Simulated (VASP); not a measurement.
# Zr (P6_3/mmc) in VASP: further runs, part 2 of 2

VASP 6.6.1.

### Step 3. Relaxation of cell and atoms, revPBE+D3(BJ)

This run uses another cell than the first one, of 23.28 Å³/atom, 0.991 times its volume.

Contents of INCAR:

```
PREC = Accurate
ENCUT = 600
EDIFF = 1E-6
ISMEAR = 1
SIGMA = 0.1
LREAL = F
LASPH = T
NELM = 100
ALGO = Normal
ISIF = 3
LWAVE = F
LCHARG = F
GGA = RE
IVDW = 12
IBRION = 2
NSW = 80
EDIFFG = -0.02
```

Contents of KPOINTS:

```
regular mesh
0
Gamma
  9 9 5
```

Contents of POSCAR:

```
Zr
1.0
    3.2320000000      0.0000000000      0.0000000000
   -1.6160000000      2.7989940000      0.0000000000
    0.0000000000      0.0000000000      5.1470000000
Zr
2
Direct
    0.3333333333      0.6666666667      0.2500000000
    0.6666666667      0.3333333333      0.7500000000
```

Potentials or basis: VASP PAW PBE potentials, release 64 (Zr_sv).

Started as:

```
> cat potpaw_PBE.64/Zr_sv/POTCAR > POTCAR
> mpirun -np 1 vasp_std > vasp.out
```

OUTCAR:

```text
PREC = Accurate
   ENCUT = 600
   EDIFF = 1E-6
   ISMEAR = 1
   LREAL = F
   LASPH = T
   NELM = 100
   ISIF = 3
   GGA = RE
   IVDW = 12
   IBRION = 2
   NSW = 80
   EDIFFG = -0.02
 IVDW          = 12

 ion  position               nearest neighbor table
   1  0.333  0.667  0.250-   2 3.18   2 3.18   2 3.18   2 3.18   2 3.18   2 3.18
   2  0.667  0.333  0.750-   1 3.18   1 3.18   1 3.18   1 3.18   1 3.18   1 3.18

  LATTYP: Found a hexagonal cell.
 ALAT       =     3.2320000000
 C/A-ratio  =     1.5925123762

  Lattice vectors:

 A1 = (   3.2320000000,   0.0000000000,   0.0000000000)
 A2 = (  -1.6160000000,   2.7989940000,   0.0000000000)
 A3 = (   0.0000000000,   0.0000000000,   5.1470000000)

Analysis of symmetry for initial positions (statically):
=====================================================================
 Subroutine PRICEL returns:
 Original cell was already a primitive cell.

 Routine SETGRP: Setting up the symmetry group for a
 hexagonal supercell.

 Subroutine GETGRP returns: Found 24 space group operations
 (whereof 12 operations were pure point group operations)
 out of a pool of 24 trial point group operations.

The static configuration has the point symmetry D_3d.
 The point group associated with its full space group is D_6h.

Analysis of symmetry for dynamics (positions and initial velocities):
=====================================================================
 Subroutine PRICEL returns:
 Original cell was already a primitive cell.

 Routine SETGRP: Setting up the symmetry group for a
 hexagonal supercell.

 Subroutine GETGRP returns: Found 24 space group operations
 (whereof 12 operations were pure point group operations)
 out of a pool of 24 trial point group operations.

The dynamic configuration has the point symmetry D_3d.
 The point group associated with its full space group is D_6h.

 Subroutine INISYM returns: Found 24 space group operations
 (whereof 12 operations are pure point group operations),
 and found     1 'primitive' translations

----------------------------------------------------------------------------------------

[... 106 lines left out ...]
   EFERMI =   0.00;   METHOD = LEGACY
   ISMEAR =     1;   SIGMA  =   0.10  broadening in eV -4-tet -1-fermi 0-gaus
   EFERMI_NEDOS =   21; number of points for ismear=-14 and -15
   IALGO  =     38    algorithm
   IMIX   =      4    mixing-type and parameters
     AMIX     =   0.40;   BMIX     =  1.00
     AMIX_MAG =   1.60;   BMIX_MAG =  1.00
  volume/ion in A,a.u.               =      23.28       157.11
  Fermi-wavevector in a.u.,A,eV,Ry     =   1.312611  2.480475 23.442130  1.722948
  Thomas-Fermi vector in A             =   2.442991
   LORBIT       =      0    0 simple, 1 ext, 2 COOP (PROOUT), +10 PAW based schemes
   GGA     = RE    functional components
   LHFCALC =     F    Hartree Fock is set to
   AEXX    =    0.0000 exact exchange contribution
   IVDW    =    12    specifies the selected vdW correction
   LEPSILON=     F    determine dielectric tensor
   LRPA    =     F    only Hartree local field effects (RPA)
 conjugate gradient relaxation of ions
 non-spin polarized calculation
 Methfessel and Paxton  Order N= 1 SIGMA  =   0.10
  energy-cutoff  :      600.00
  volume of cell :       46.56
 maximum number of plane-waves:      1572
 NGX is ok and might be reduce to    28
   NGX = 13   NGY = 13   NGZ = 21

--------------------------------------- Ionic step        1  -------------------------------------------

 number of electron      24.0000000 magnetization

 Free energy of the ion-electron system (eV)
  ---------------------------------------------------
  ext. energy  EPLUGINS =         0.00000000
  ---------------------------------------------------
  free energy    TOTEN  =       -16.36245114 eV

  energy without entropy =      -16.36149488  energy(sigma->0) =      -16.36213239

------------------------ aborting loop because EDIFF is reached ----------------------------------------

 Edisp (eV)   -1.89121

 E8    (eV) :    -1.4173
[... 31 lines left out ...]
--------------------------------------- Ionic step        2  -------------------------------------------

 number of electron      24.0000000 magnetization

 E-fermi :  10.2490     XC(G=0): -11.4965

 val. band max:       10.2482435636   @ k =   0.2222   0.1111   0.4000
 cond. band min:      10.2784757919   @ k =   0.1111   0.0000   0.2000
 fundamental gap:      0.0302322284
 Fermi energy:        10.2489748879

 k-point     1 :       0.0000    0.0000    0.0000
  band No.  band energies     occupation
      1     -38.4645      2.00000
      2     -38.2383      2.00000
      3     -17.1711      2.00000
      4     -15.9952      2.00000
      5     -15.9952      2.00000
      6     -15.8156      2.00000
[... 606 lines left out ...]
--------------------------------------- Ionic step        6  -------------------------------------------

 number of electron      24.0000000 magnetization

 Free energy of the ion-electron system (eV)
  ---------------------------------------------------
  ext. energy  EPLUGINS =         0.00000000
  ---------------------------------------------------
  free energy    TOTEN  =       -16.29139643 eV

  energy without entropy =      -16.29019814  energy(sigma->0) =      -16.29099700

 E-fermi :   9.6743     XC(G=0): -11.2736

 val. band max:        9.6507785047   @ k =   0.0000   0.0000   0.4000
 cond. band min:       9.6836675459   @ k =   0.2222   0.2222   0.4000
 fundamental gap:      0.0328890412
 Fermi energy:         9.6743256127

 k-point     1 :       0.0000    0.0000    0.0000
  band No.  band energies     occupation
      1     -39.1029      2.00000
      2     -38.9208      2.00000
      3     -17.7047      2.00000
      4     -16.6863      2.00000
      5     -16.6863      2.00000
      6     -16.5496      2.00000
[... 480 lines left out ...]
  FREE ENERGIE OF THE ION-ELECTRON SYSTEM (eV)
  ---------------------------------------------------
  free  energy   TOTEN  =       -18.2911060030 eV

  energy  without entropy=      -18.2899077129  energy(sigma->0) =      -18.29070657

 reached required accuracy - stopping structural energy minimisation
```

Run time: 55 s. Hardware: 1 thread of Intel Xeon 6975P-C (Granite Rapids), shared host; peak memory 0.21 GiB.

What came out:

```yaml
Free_energy: -18.2911 eV
Relaxed_volume: 22.08 Å³/atom
Relaxed_cell: a = 3.161 Å, b = 3.161 Å, c = 5.103 Å, α = 90.00°, β = 90.00°, γ = 120.00°
Space_group_after_relaxing_to_0.05_Å: P6_3/mmc (No. 194)
Energy_gained_by_relaxing: 18.7 meV/atom
Ionic_steps: 6
Pressure_after_relaxing: 0.1 GPa
Band_gap_on_the_k_mesh: zero (band 12 reaches 10.56 eV, above the bottom of band 13 at 9.41 eV)
Dispersion_energy_per_atom: -1.000 eV
```

Step by step:
```csv
step,energy change (eV),largest force (eV/Å),pressure (GPa),volume (Å³)
1,0.0000,0.0000,-4.70,46.56
2,-0.0044,0.0000,5.17,42.11
3,-0.0365,0.0000,0.02,44.20
4,-0.0365,0.0000,0.12,44.16
5,-0.0373,0.0000,0.10,44.16
6,-0.0374,0.0000,0.08,44.16
```

Final structure:
```xyz
2
Lattice="3.1609 0.0000 0.0000 -1.5804 2.7374 0.0000 0.0000 0.0000 5.1034" Properties=species:S:1:pos:R:3 pbc="T T T"
Zr    0.0000    1.8249    1.2759
Zr    1.5804    0.9125    3.8276
```

Levels at points of the mesh, in eV from the Fermi level:
```tsv
k point	band 8	band 9	band 10	band 11	band 12	band 13	band 14	band 15	band 16
(0.00, 0.00, 0.00)	-26.21	-5.76	-3.19	0.88	0.88	0.90	1.24	1.59	1.59
```

Caveat: the PAW data sets were made with another functional, which shifts forces and pressure a little; pairwise dispersion overbinds metals, which lowers pressure and volume.

### Step 4. Relaxation of cell and atoms, LDA

This run uses another cell than the first one, of 23.28 Å³/atom, 0.991 times its volume.

Contents of INCAR:

```
SYSTEM = Zr
PREC     = Accurate       ! precision mode
ENCUT    = 600            ! plane-wave cutoff, eV
EDIFF    = 1E-7           ! SCF threshold, eV
ISMEAR   = 1              ! smearing method
SIGMA    = 0.1            ! smearing width, eV
LREAL    = .False.        ! projectors in reciprocal space
LASPH    = .True.         ! aspherical terms in the spheres
NELM     = 100            ! most SCF steps
ALGO     = Normal         ! electronic algorithm
ISIF     = 3              ! what is computed and relaxed
LWAVE    = .False.        ! write WAVECAR
LCHARG   = .False.        ! write CHGCAR
IBRION   = 2              ! ionic algorithm
NSW      = 80             ! ionic steps
EDIFFG   = -0.02          ! ionic threshold
```

Contents of KPOINTS:

```
regular mesh
0
Gamma
  9 9 5
  0 0 0
```

POSCAR is that of step 3.

Potentials or basis: VASP PAW LDA potentials, release 64 (Zr_sv).

Started as:

```
> cat potpaw_LDA.64/Zr_sv/POTCAR > POTCAR
> mpirun -np 1 vasp_std > vasp.out
```

OUTCAR:

```text
SYSTEM = Zr
   PREC = Accurate
   ENCUT = 600
   EDIFF = 1E-7
   ISMEAR = 1
   LREAL = .False.
   LASPH = .True.
   NELM = 100
   ISIF = 3
   IBRION = 2
   NSW = 80
   EDIFFG = -0.02

 ion  position               nearest neighbor table
   1  0.333  0.667  0.250-   2 3.18   2 3.18   2 3.18   2 3.18   2 3.18   2 3.18
   2  0.667  0.333  0.750-   1 3.18   1 3.18   1 3.18   1 3.18   1 3.18   1 3.18

  LATTYP: Found a hexagonal cell.
 ALAT       =     3.2320000000
 C/A-ratio  =     1.5925123762

  Lattice vectors:

 A1 = (   3.2320000000,   0.0000000000,   0.0000000000)
 A2 = (  -1.6160000000,   2.7989940000,   0.0000000000)
 A3 = (   0.0000000000,   0.0000000000,   5.1470000000)

Analysis of symmetry for initial positions (statically):
=====================================================================
 Subroutine PRICEL returns:
 Original cell was already a primitive cell.

 Routine SETGRP: Setting up the symmetry group for a
 hexagonal supercell.

 Subroutine GETGRP returns: Found 24 space group operations
 (whereof 12 operations were pure point group operations)
 out of a pool of 24 trial point group operations.

The static configuration has the point symmetry D_3d.
 The point group associated with its full space group is D_6h.

Analysis of symmetry for dynamics (positions and initial velocities):
=====================================================================
 Subroutine PRICEL returns:
[... 167 lines left out ...]
  -------------------------------------------------------------------------------------
  Total       -1.8361073     -1.8361071     -1.5307978      0.0000000      0.0000000      0.0000000
  in kB      -63.1802218    -63.1802170    -52.6745619      0.0000000      0.0000000      0.0000000
  external PRESSURE =     -59.6783336 kB  Pullay stress =       0.0000000 kB
[... 23 lines left out ...]
--------------------------------------- Ionic step        2  -------------------------------------------

 number of electron      24.0000000 magnetization

 E-fermi :  10.3324     XC(G=0): -11.8905

 val. band max:       10.3044003952   @ k =   0.2222   0.1111   0.4000
 cond. band min:      10.3833236031   @ k =   0.4444  -0.0000   0.0000
 fundamental gap:      0.0789232079
 Fermi energy:        10.3324479234

 k-point     1 :       0.0000    0.0000    0.0000
  band No.  band energies     occupation
      1     -38.0577      2.00000
      2     -37.7981      2.00000
      3     -16.9818      2.00000
      4     -15.6804      2.00000
      5     -15.6804      2.00000
      6     -15.4787      2.00000
[... 590 lines left out ...]
--------------------------------------- Ionic step        6  -------------------------------------------

 number of electron      24.0000000 magnetization

 Free energy of the ion-electron system (eV)
  ---------------------------------------------------
  ext. energy  EPLUGINS =         0.00000000
  ---------------------------------------------------
  free energy    TOTEN  =       -18.58790027 eV

  energy without entropy =      -18.58744870  energy(sigma->0) =      -18.58774974

 E-fermi :   9.5520     XC(G=0): -11.5943

 val. band max:        9.5519155658   @ k =   0.2222   0.1111   0.4000
 cond. band min:       9.5573949529   @ k =   0.0000   0.0000   0.4000
 fundamental gap:      0.0054793871
 Fermi energy:         9.5519804021

 k-point     1 :       0.0000    0.0000    0.0000
  band No.  band energies     occupation
      1     -38.9087      2.00000
      2     -38.7134      2.00000
      3     -17.6881      2.00000
      4     -16.6104      2.00000
      5     -16.6104      2.00000
      6     -16.4682      2.00000
[... 476 lines left out ...]
  FREE ENERGIE OF THE ION-ELECTRON SYSTEM (eV)
  ---------------------------------------------------
  free  energy   TOTEN  =       -18.5879002654 eV

  energy  without entropy=      -18.5874486987  energy(sigma->0) =      -18.58774974

 reached required accuracy - stopping structural energy minimisation
```

CONTCAR:

```text
Zr
   1.00000000000000
     3.1457832609834022   -0.0000000000000000   -0.0000000000000000
    -1.5728916304917011    2.7243281221379716   -0.0000000000000000
     0.0000000000000000   -0.0000000000000000    5.0907271156365344
  Zr
     2
Direct
     0.3333333332999970    0.6666666667000030    0.2500000000000000
     0.6666666667000030    0.3333333332999970    0.7500000000000000

  0.00000000E+00  0.00000000E+00  0.00000000E+00
  0.00000000E+00  0.00000000E+00  0.00000000E+00
```

Run time: 50 s. Hardware: 1 thread of Intel Xeon 6975P-C (Granite Rapids), shared host; peak memory 0.17 GiB.

Results:

| Quantity | Value |
| --- | --- |
| Free energy | -18.5879 eV |
| Relaxed volume | 21.81 Å³/atom |
| Relaxed cell | a = 3.146 Å, b = 3.146 Å, c = 5.091 Å, α = 90.00°, β = 90.00°, γ = 120.00° |
| Space group after relaxing (to 0.05 Å) | P6_3/mmc (No. 194) |
| Energy gained by relaxing | 29.2 meV/atom |
| Ionic steps | 6 |
| Pressure after relaxing | 0.1 GPa |
| Band gap on the k mesh | zero (band 12 reaches 10.40 eV, above the bottom of band 13 at 9.31 eV) |

The path:
```tsv
step	energy change (eV)	largest force (eV/Å)	pressure (GPa)	volume (Å³)
1	0.0000	0.0000	-5.97	46.56
2	0.0016	0.0000	7.31	40.96
3	-0.0571	0.0000	-0.03	43.69
4	-0.0571	0.0000	0.10	43.63
5	-0.0582	0.0000	0.08	43.63
6	-0.0584	0.0000	0.06	43.63
```

Final structure:
```cif
data_structure
_symmetry_space_group_name_H-M 'P 1'
_symmetry_Int_Tables_number 1
_cell_length_a 3.1458
_cell_length_b 3.1458
_cell_length_c 5.0907
_cell_angle_alpha 90.000
_cell_angle_beta 90.000
_cell_angle_gamma 120.000
_cell_volume 43.63
loop_
_atom_site_label
_atom_site_type_symbol
_atom_site_fract_x
_atom_site_fract_y
_atom_site_fract_z
_atom_site_occupancy
Zr1 Zr 0.33333 0.66667 0.25000 1
Zr2 Zr 0.66667 0.33333 0.75000 1
```

### Step 5. Overview

| task | level | potentials or basis | cell | cutoff (eV) | gap on the mesh (eV) | pressure (GPa) | relaxed volume (Å³/atom) |
| --- | --- | --- | --- | --- | --- | --- | --- |
| single point | r2SCAN | VASP PAW PBE potentials, release 64 (Zr_sv) | a = 3.239, b = 3.239, c = 5.169 Å, angles 90.0, 90.0, 120.0°, 2 atoms | 520 | none | 0.0 | - |
| relaxation of cell and atoms | revPBE+D3(BJ) | VASP PAW PBE potentials, release 64 (Zr_sv) | relaxed from a = 3.232, b = 3.232, c = 5.147 Å, angles 90.0, 90.0, 120.0°, 2 atoms | 600 | none | 0.1 | 22.08 |
| relaxation of cell and atoms | LDA | VASP PAW LDA potentials, release 64 (Zr_sv) | relaxed from a = 3.232, b = 3.232, c = 5.147 Å, angles 90.0, 90.0, 120.0°, 2 atoms | 600 | none | 0.1 | 21.81 |

Alike in all rows: no spin polarisation; k mesh 9 × 9 × 5; smearing methfessel-paxton 0.1 eV.

Caveats: the PAW data sets were made with another functional, which shifts forces and pressure a little (some runs); pairwise dispersion overbinds metals, which lowers pressure and volume (some runs).

Total energies depend on the potentials used, so only differences within one code and one set of settings carry meaning.
